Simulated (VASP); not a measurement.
# InSb (I-4m2) in VASP: single point with r2SCAN

Aim: the single point of InSb with r2SCAN.

All numbers are computed with VASP 6.6.1; they aren't measurements. Logs are shortened: lines on timing, memory, paths and dates and some standing lists are left out, and cuts for length are marked.

## Step 1: The cell of the first run

The structure is tetragonal, space group I-4m2 (No. 119). The conventional cell has a = 4.545 Å, b = 4.545 Å, c = 6.687 Å, α = 90.00°, β = 90.00°, γ = 90.00°. Within 3.7 Å of In (site symmetry -4m2) lie 4 Sb at 2.82 Å. Sb (site symmetry -4m2) has 4 In at 2.82 Å within 3.7 Å.

## Step 2: Single point, r2SCAN, non-collinear spin, zero start, spin-orbit coupling (epitaxial xy strain -2.0%)

Input file POSCAR:

```
InSb
1.0
    0.0000000000      3.2139227572      3.3432541019
    3.2139227572      0.0000000000      3.3432541019
    3.2139227572      3.2139227572      0.0000000000
In Sb
1 1
Direct
    0.0000000000      0.0000000000      0.0000000000
    0.2500000000      0.2500000000      0.2500000000
```

Input file INCAR.step1:

```
PREC     = Accurate       # precision mode
ENCUT    = 520            # plane-wave cutoff, eV
ISMEAR   = -1             # smearing method
SIGMA    = 0.02           # smearing width, eV
LREAL    = False          # projectors in reciprocal space
LASPH    = True           # aspherical terms in the spheres
NELM     = 150            # most SCF steps
MAGMOM   = 0 0 0 0 0 0    # initial moments
LSORBIT  = True           # spin-orbit coupling
GGA_COMPAT= False        
NBANDS   = 30             # bands
GGA      = PE             # functional
ALGO     = Normal         # electronic algorithm
EDIFF    = 1E-4           # SCF threshold, eV
LWAVE    = True           # write WAVECAR
LCHARG   = False          # write CHGCAR
```

Input file INCAR.step2:

```
PREC     = Accurate       # precision mode
ENCUT    = 520            # plane-wave cutoff, eV
EDIFF    = 1E-6           # SCF threshold, eV
ISMEAR   = -1             # smearing method
SIGMA    = 0.02           # smearing width, eV
LREAL    = False          # projectors in reciprocal space
LASPH    = True           # aspherical terms in the spheres
NELM     = 150            # most SCF steps
ALGO     = Normal         # electronic algorithm
ISIF     = 2              # what is computed and relaxed
LWAVE    = False          # write WAVECAR
LCHARG   = True           # write CHGCAR
MAGMOM   = 0 0 0 0 0 0    # initial moments
LORBIT   = 11             # projections on sites
LSORBIT  = True           # spin-orbit coupling
GGA_COMPAT= False        
LORBMOM  = True         
METAGGA  = R2SCAN         # meta-GGA
LMIXTAU  = True         
LVHAR    = True         
NBANDS   = 30             # bands
ISTART   = 1
```

Input file KPOINTS:

```
Automatic mesh
0
Gamma
  6 6 6
```

Potentials or basis: VASP PAW PBE potentials, release 64 (In_d, Sb).

Started as:

```bash
> cat potpaw_PBE.64/In_d/POTCAR potpaw_PBE.64/Sb/POTCAR > POTCAR
> cp INCAR.step1 INCAR
> mpirun -np 1 vasp_ncl > vasp.out
> cp INCAR.step2 INCAR
> mpirun -np 1 vasp_ncl > vasp.out
```

OUTCAR:

```text
PREC = Accurate
   ENCUT = 520
   EDIFF = 1E-6
   ISMEAR = -1
   LREAL = False
   LASPH = True
   NELM = 150
   ISIF = 2
   LORBIT = 11
   LSORBIT = True
   METAGGA = R2SCAN
   ISTART = 1

 ion  position               nearest neighbor table
   1  0.000  0.000  0.000-   2 2.82   2 2.82   2 2.82   2 2.82
   2  0.250  0.250  0.250-   1 2.82   1 2.82   1 2.82   1 2.82

  LATTYP: Found a body centered tetragonal cell.
 ALAT       =     4.5451731517
 C/A-ratio  =     1.4711228771

  Lattice vectors:

 A1 = (  -3.2139227572,   0.0000000000,   3.3432541019)
 A2 = (   3.2139227572,   0.0000000000,   3.3432541019)
 A3 = (   0.0000000000,   3.2139227572,  -3.3432541019)

Analysis of symmetry for initial positions (statically):
=====================================================================
 Subroutine PRICEL returns:
 Original cell was already a primitive cell.

 Routine SETGRP: Setting up the symmetry group for a
 body centered tetragonal supercell.

 Subroutine GETGRP returns: Found  8 space group operations
 (whereof  8 operations were pure point group operations)
 out of a pool of 16 trial point group operations.

The static configuration has the point symmetry D_2d.

Analysis of symmetry for dynamics (positions and initial velocities):
=====================================================================
 Subroutine PRICEL returns:
 Original cell was already a primitive cell.

 Routine SETGRP: Setting up the symmetry group for a
 body centered tetragonal supercell.

 Subroutine GETGRP returns: Found  8 space group operations
 (whereof  8 operations were pure point group operations)
 out of a pool of 16 trial point group operations.

The dynamic configuration has the point symmetry D_2d.

Analysis of structural, dynamic, and magnetic symmetry:
=====================================================================
 Subroutine PRICEL returns:
 Original cell was already a primitive cell.

 Routine SETGRP: Setting up the symmetry group for a
 body centered tetragonal supercell.

 Subroutine GETGRP returns: Found  8 space group operations
 (whereof  8 operations were pure point group operations)
 out of a pool of 16 trial point group operations.

The overall configuration has the point symmetry D_2d.

 Subroutine INISYM returns: Found  8 space group operations
 (whereof  8 operations are pure point group operations),
 and found     1 'primitive' translations

----------------------------------------------------------------------------------------

                                     Primitive cell

  volume of cell :      69.0669

  direct lattice vectors                    reciprocal lattice vectors
     0.000000000  3.213922757  3.343254102    -0.155573123  0.155573123  0.149554890
     3.213922757  0.000000000  3.343254102     0.155573123 -0.155573123  0.149554890
     3.213922757  3.213922757  0.000000000     0.155573123  0.155573123 -0.149554890

  length of vectors
     4.637526008  4.637526008  4.545173152     0.266031311  0.266031311  0.266031311

  position of ions in fractional coordinates (direct lattice)
     0.000000000  0.000000000  0.000000000
     0.250000000  0.250000000  0.250000000

  ion indices of the primitive-cell ions
   primitive index   ion index
                 1           1
                 2           2

----------------------------------------------------------------------------------------

 KPOINTS: Automatic mesh

Automatic generation of k-mesh.
 Grid dimensions read from file:
 generate k-points for:    6    6    6

 Generating k-lattice:

  Cartesian coordinates                     Fractional coordinates (reciprocal lattice)
    -0.025928854  0.025928854  0.024925815     0.166666667 -0.000000000  0.000000000
     0.025928854 -0.025928854  0.024925815    -0.000000000  0.166666667  0.000000000
     0.025928854  0.025928854 -0.024925815     0.000000000  0.000000000  0.166666667

  Length of vectors
     0.044338552  0.044338552  0.044338552

  Shift w.r.t. Gamma in fractional coordinates (k-lattice)
     0.000000000  0.000000000  0.000000000

 Subroutine IBZKPT returns following result:
 ===========================================

 Found     41 irreducible k-points:

[... 61 lines left out ...]
   EFERMI_NEDOS =   21; number of points for ismear=-14 and -15
   IALGO  =     38    algorithm
   IMIX   =      4    mixing-type and parameters
     AMIX     =   0.40;   BMIX     =  1.00
     AMIX_MAG =   1.60;   BMIX_MAG =  1.00
  volume/ion in A,a.u.               =      34.53       233.04
  Fermi-wavevector in a.u.,A,eV,Ry     =   1.045704  1.976095 14.877938  1.093498
  Thomas-Fermi vector in A             =   2.180511
   LORBIT       =     11    0 simple, 1 ext, 2 COOP (PROOUT), +10 PAW based schemes
   METAGGA = R2SCAN    functional components
   LHFCALC =     F    Hartree Fock is set to
   AEXX    =    0.0000 exact exchange contribution
   IVDW    =     0    specifies the selected vdW correction
   LEPSILON=     F    determine dielectric tensor
   LRPA    =     F    only Hartree local field effects (RPA)
  energy-cutoff  :      520.00
  volume of cell :       69.07
 maximum number of plane-waves:      3766
 NGX is ok and might be reduce to    36
   NGX = 17   NGY = 17   NGZ = 17

 number of electron      17.9999997 magnetization      -0.0000000      0.0000000      0.0000000

 number of electron      17.9999997 magnetization       0.0000000     -0.0000000     -0.0000000

 Free energy of the ion-electron system (eV)
  ---------------------------------------------------
  ext. energy  EPLUGINS =         0.00000000
  ---------------------------------------------------
  free energy    TOTEN  =       -48.83277145 eV

  energy without entropy =      -48.83270435  energy(sigma->0) =      -48.83273790

 E-fermi :   5.0008     XC(G=0):  -9.1696

 val. band max:        4.9353551583   @ k =   0.0000   0.0000   0.0000
 cond. band min:       5.0634423615   @ k =   0.0000   0.0000   0.0000
 fundamental gap:      0.1280872032
 Fermi energy:         5.0007530911

 k-point     1 :       0.0000    0.0000    0.0000
  band No.  band energies     occupation
      1     -10.7811      1.00000
      2     -10.7811      1.00000
      3     -10.7753      1.00000
      4     -10.7753      1.00000
      5      -9.9673      1.00000
      6      -9.9673      1.00000
[... 781 lines left out ...]
     29      14.2274      0.00000
     30      14.2869      0.00000

 [... further k-points ...]
[... 5 lines left out ...]
  --------------------------------------------------------------------------------------
  -------------------------------------------------------------------------------------
  Total        0.5998403      0.5998403      0.0702042      0.0000000      0.0000000      0.0000000
  in kB       13.9147673     13.9147673      1.6285596      0.0000000      0.0000000      0.0000000
  external PRESSURE =       9.8193647 kB  Pullay stress =       0.0000000 kB

 VOLUME and BASIS-vectors are now :
 -----------------------------------------------------------------------------
  energy-cutoff  :      520.00
  volume of cell :       69.07
      direct lattice vectors                 reciprocal lattice vectors
     0.000000000  3.213922757  3.343254102    -0.155573123  0.155573123  0.149554890
     3.213922757  0.000000000  3.343254102     0.155573123 -0.155573123  0.149554890
     3.213922757  3.213922757  0.000000000     0.155573123  0.155573123 -0.149554890

 POSITION                                       TOTAL-FORCE (eV/Angst)
 -----------------------------------------------------------------------------------
      0.00000      0.00000      0.00000        -0.000000     -0.000000     -0.000000
      1.60696      1.60696      1.67163         0.000000      0.000000      0.000000
 -----------------------------------------------------------------------------------
    total drift:                                0.000000      0.000000     -0.000000

  FREE ENERGIE OF THE ION-ELECTRON SYSTEM (eV)
  ---------------------------------------------------
  free  energy   TOTEN  =       -48.8327714534 eV

  energy  without entropy=      -48.8327043544  energy(sigma->0) =      -48.83273790

 orbital moment (x)

 # of ion     p       d       tot
 ----------------------------------------
  1        -0.000   0.000  -0.000
  2        -0.000  -0.000  -0.000
 ----------------------------------------
           -0.000   0.000  -0.000

 orbital moment (y)

 # of ion     p       d       tot
 ----------------------------------------
  1        -0.000   0.000  -0.000
  2         0.000  -0.000   0.000
 ----------------------------------------
           -0.000   0.000  -0.000

 orbital moment (z)

 # of ion     p       d       tot
 ----------------------------------------
  1         0.000   0.000   0.000
  2         0.000  -0.000  -0.000
 ----------------------------------------
            0.000   0.000   0.000

 Spin-Orbit-Coupling matrix elements

 Ion:    1  E_soc:     -0.0711653
 l=   1
     0.0000000    -0.0056082    -0.0057575
    -0.0056082     0.0000000    -0.0056082
    -0.0057575    -0.0056082     0.0000000
 l=   2
     0.0000000    -0.0012415     0.0000000    -0.0012415    -0.0049748
    -0.0012415     0.0000000    -0.0037308    -0.0012066    -0.0012414
     0.0000000    -0.0037308     0.0000000    -0.0037308     0.0000000
    -0.0012415    -0.0012066    -0.0037308     0.0000000    -0.0012414
    -0.0049748    -0.0012414     0.0000000    -0.0012414     0.0000000
 l=   3
     0.0000000     0.0000000     0.0000000     0.0000000     0.0000000     0.0000000     0.0000000
     0.0000000     0.0000000     0.0000000     0.0000000     0.0000000     0.0000000     0.0000000
     0.0000000     0.0000000     0.0000000     0.0000000     0.0000000     0.0000000     0.0000000
     0.0000000     0.0000000     0.0000000     0.0000000     0.0000000     0.0000000     0.0000000
     0.0000000     0.0000000     0.0000000     0.0000000     0.0000000     0.0000000     0.0000000
     0.0000000     0.0000000     0.0000000     0.0000000     0.0000000     0.0000000     0.0000000
     0.0000000     0.0000000     0.0000000     0.0000000     0.0000000     0.0000000     0.0000000

 Ion:    2  E_soc:     -0.1218194
 l=   1
     0.0000000    -0.0198261    -0.0209941
    -0.0198261     0.0000000    -0.0198261
    -0.0209941    -0.0198261     0.0000000
 l=   2
     0.0000000    -0.0000349     0.0000000    -0.0000349    -0.0000532
    -0.0000349     0.0000000    -0.0000402    -0.0000346    -0.0000126
     0.0000000    -0.0000402     0.0000000    -0.0000402     0.0000000
    -0.0000349    -0.0000346    -0.0000402     0.0000000    -0.0000126
    -0.0000532    -0.0000126     0.0000000    -0.0000126     0.0000000
 l=   3
     0.0000000     0.0000000     0.0000000     0.0000000     0.0000000     0.0000000     0.0000000
     0.0000000     0.0000000     0.0000000     0.0000000     0.0000000     0.0000000     0.0000000
     0.0000000     0.0000000     0.0000000     0.0000000     0.0000000     0.0000000     0.0000000
     0.0000000     0.0000000     0.0000000     0.0000000     0.0000000     0.0000000     0.0000000
     0.0000000     0.0000000     0.0000000     0.0000000     0.0000000     0.0000000     0.0000000
     0.0000000     0.0000000     0.0000000     0.0000000     0.0000000     0.0000000     0.0000000
     0.0000000     0.0000000     0.0000000     0.0000000     0.0000000     0.0000000     0.0000000

 total charge

# of ion       s       p       d       tot
------------------------------------------
    1        0.859   0.738   9.864  11.460
    2        1.111   1.354   0.020   2.485
--------------------------------------------------
tot          1.969   2.092   9.884  13.946

 magnetization (x)

# of ion       s       p       d       tot
------------------------------------------
    1       -0.000   0.000  -0.000  -0.000
    2        0.000  -0.000   0.000  -0.000
--------------------------------------------------
tot         -0.000  -0.000  -0.000  -0.000

 magnetization (y)

# of ion       s       p       d       tot
------------------------------------------
    1        0.000   0.000   0.000   0.000
    2        0.000   0.000   0.000   0.000
--------------------------------------------------
tot          0.000   0.000   0.000   0.000

 magnetization (z)

# of ion       s       p       d       tot
------------------------------------------
    1       -0.000   0.000  -0.000  -0.000
    2        0.000   0.000  -0.000   0.000
--------------------------------------------------
tot         -0.000   0.000  -0.000   0.000
```

Wall time 6.9 min (1 thread of Intel Xeon 6975P-C (Granite Rapids), shared host); peak memory 0.52 GiB.

Results:

| Item | Value |
| --- | --- |
| Free energy | -48.8328 eV |
| Pressure | 1.0 GPa |
| Net moment | 0.00 μB per cell |
| Valence electrons inside the program's atomic spheres | In 11.46; Sb 2.48 |

Stress tensor (GPa, compression positive):
```
1.39 0.00 0.00
0.00 1.39 0.00
0.00 0.00 0.16
```

Moments on the atoms (μB; x, y, z):
```
In  0.00 0.00 0.00
Sb  0.00 0.00 0.00
```

Caveat: the cell differs from its parent crystal (epitaxial xy strain -2.0%); the PAW data sets were made with another functional, which shifts forces and pressure a little.
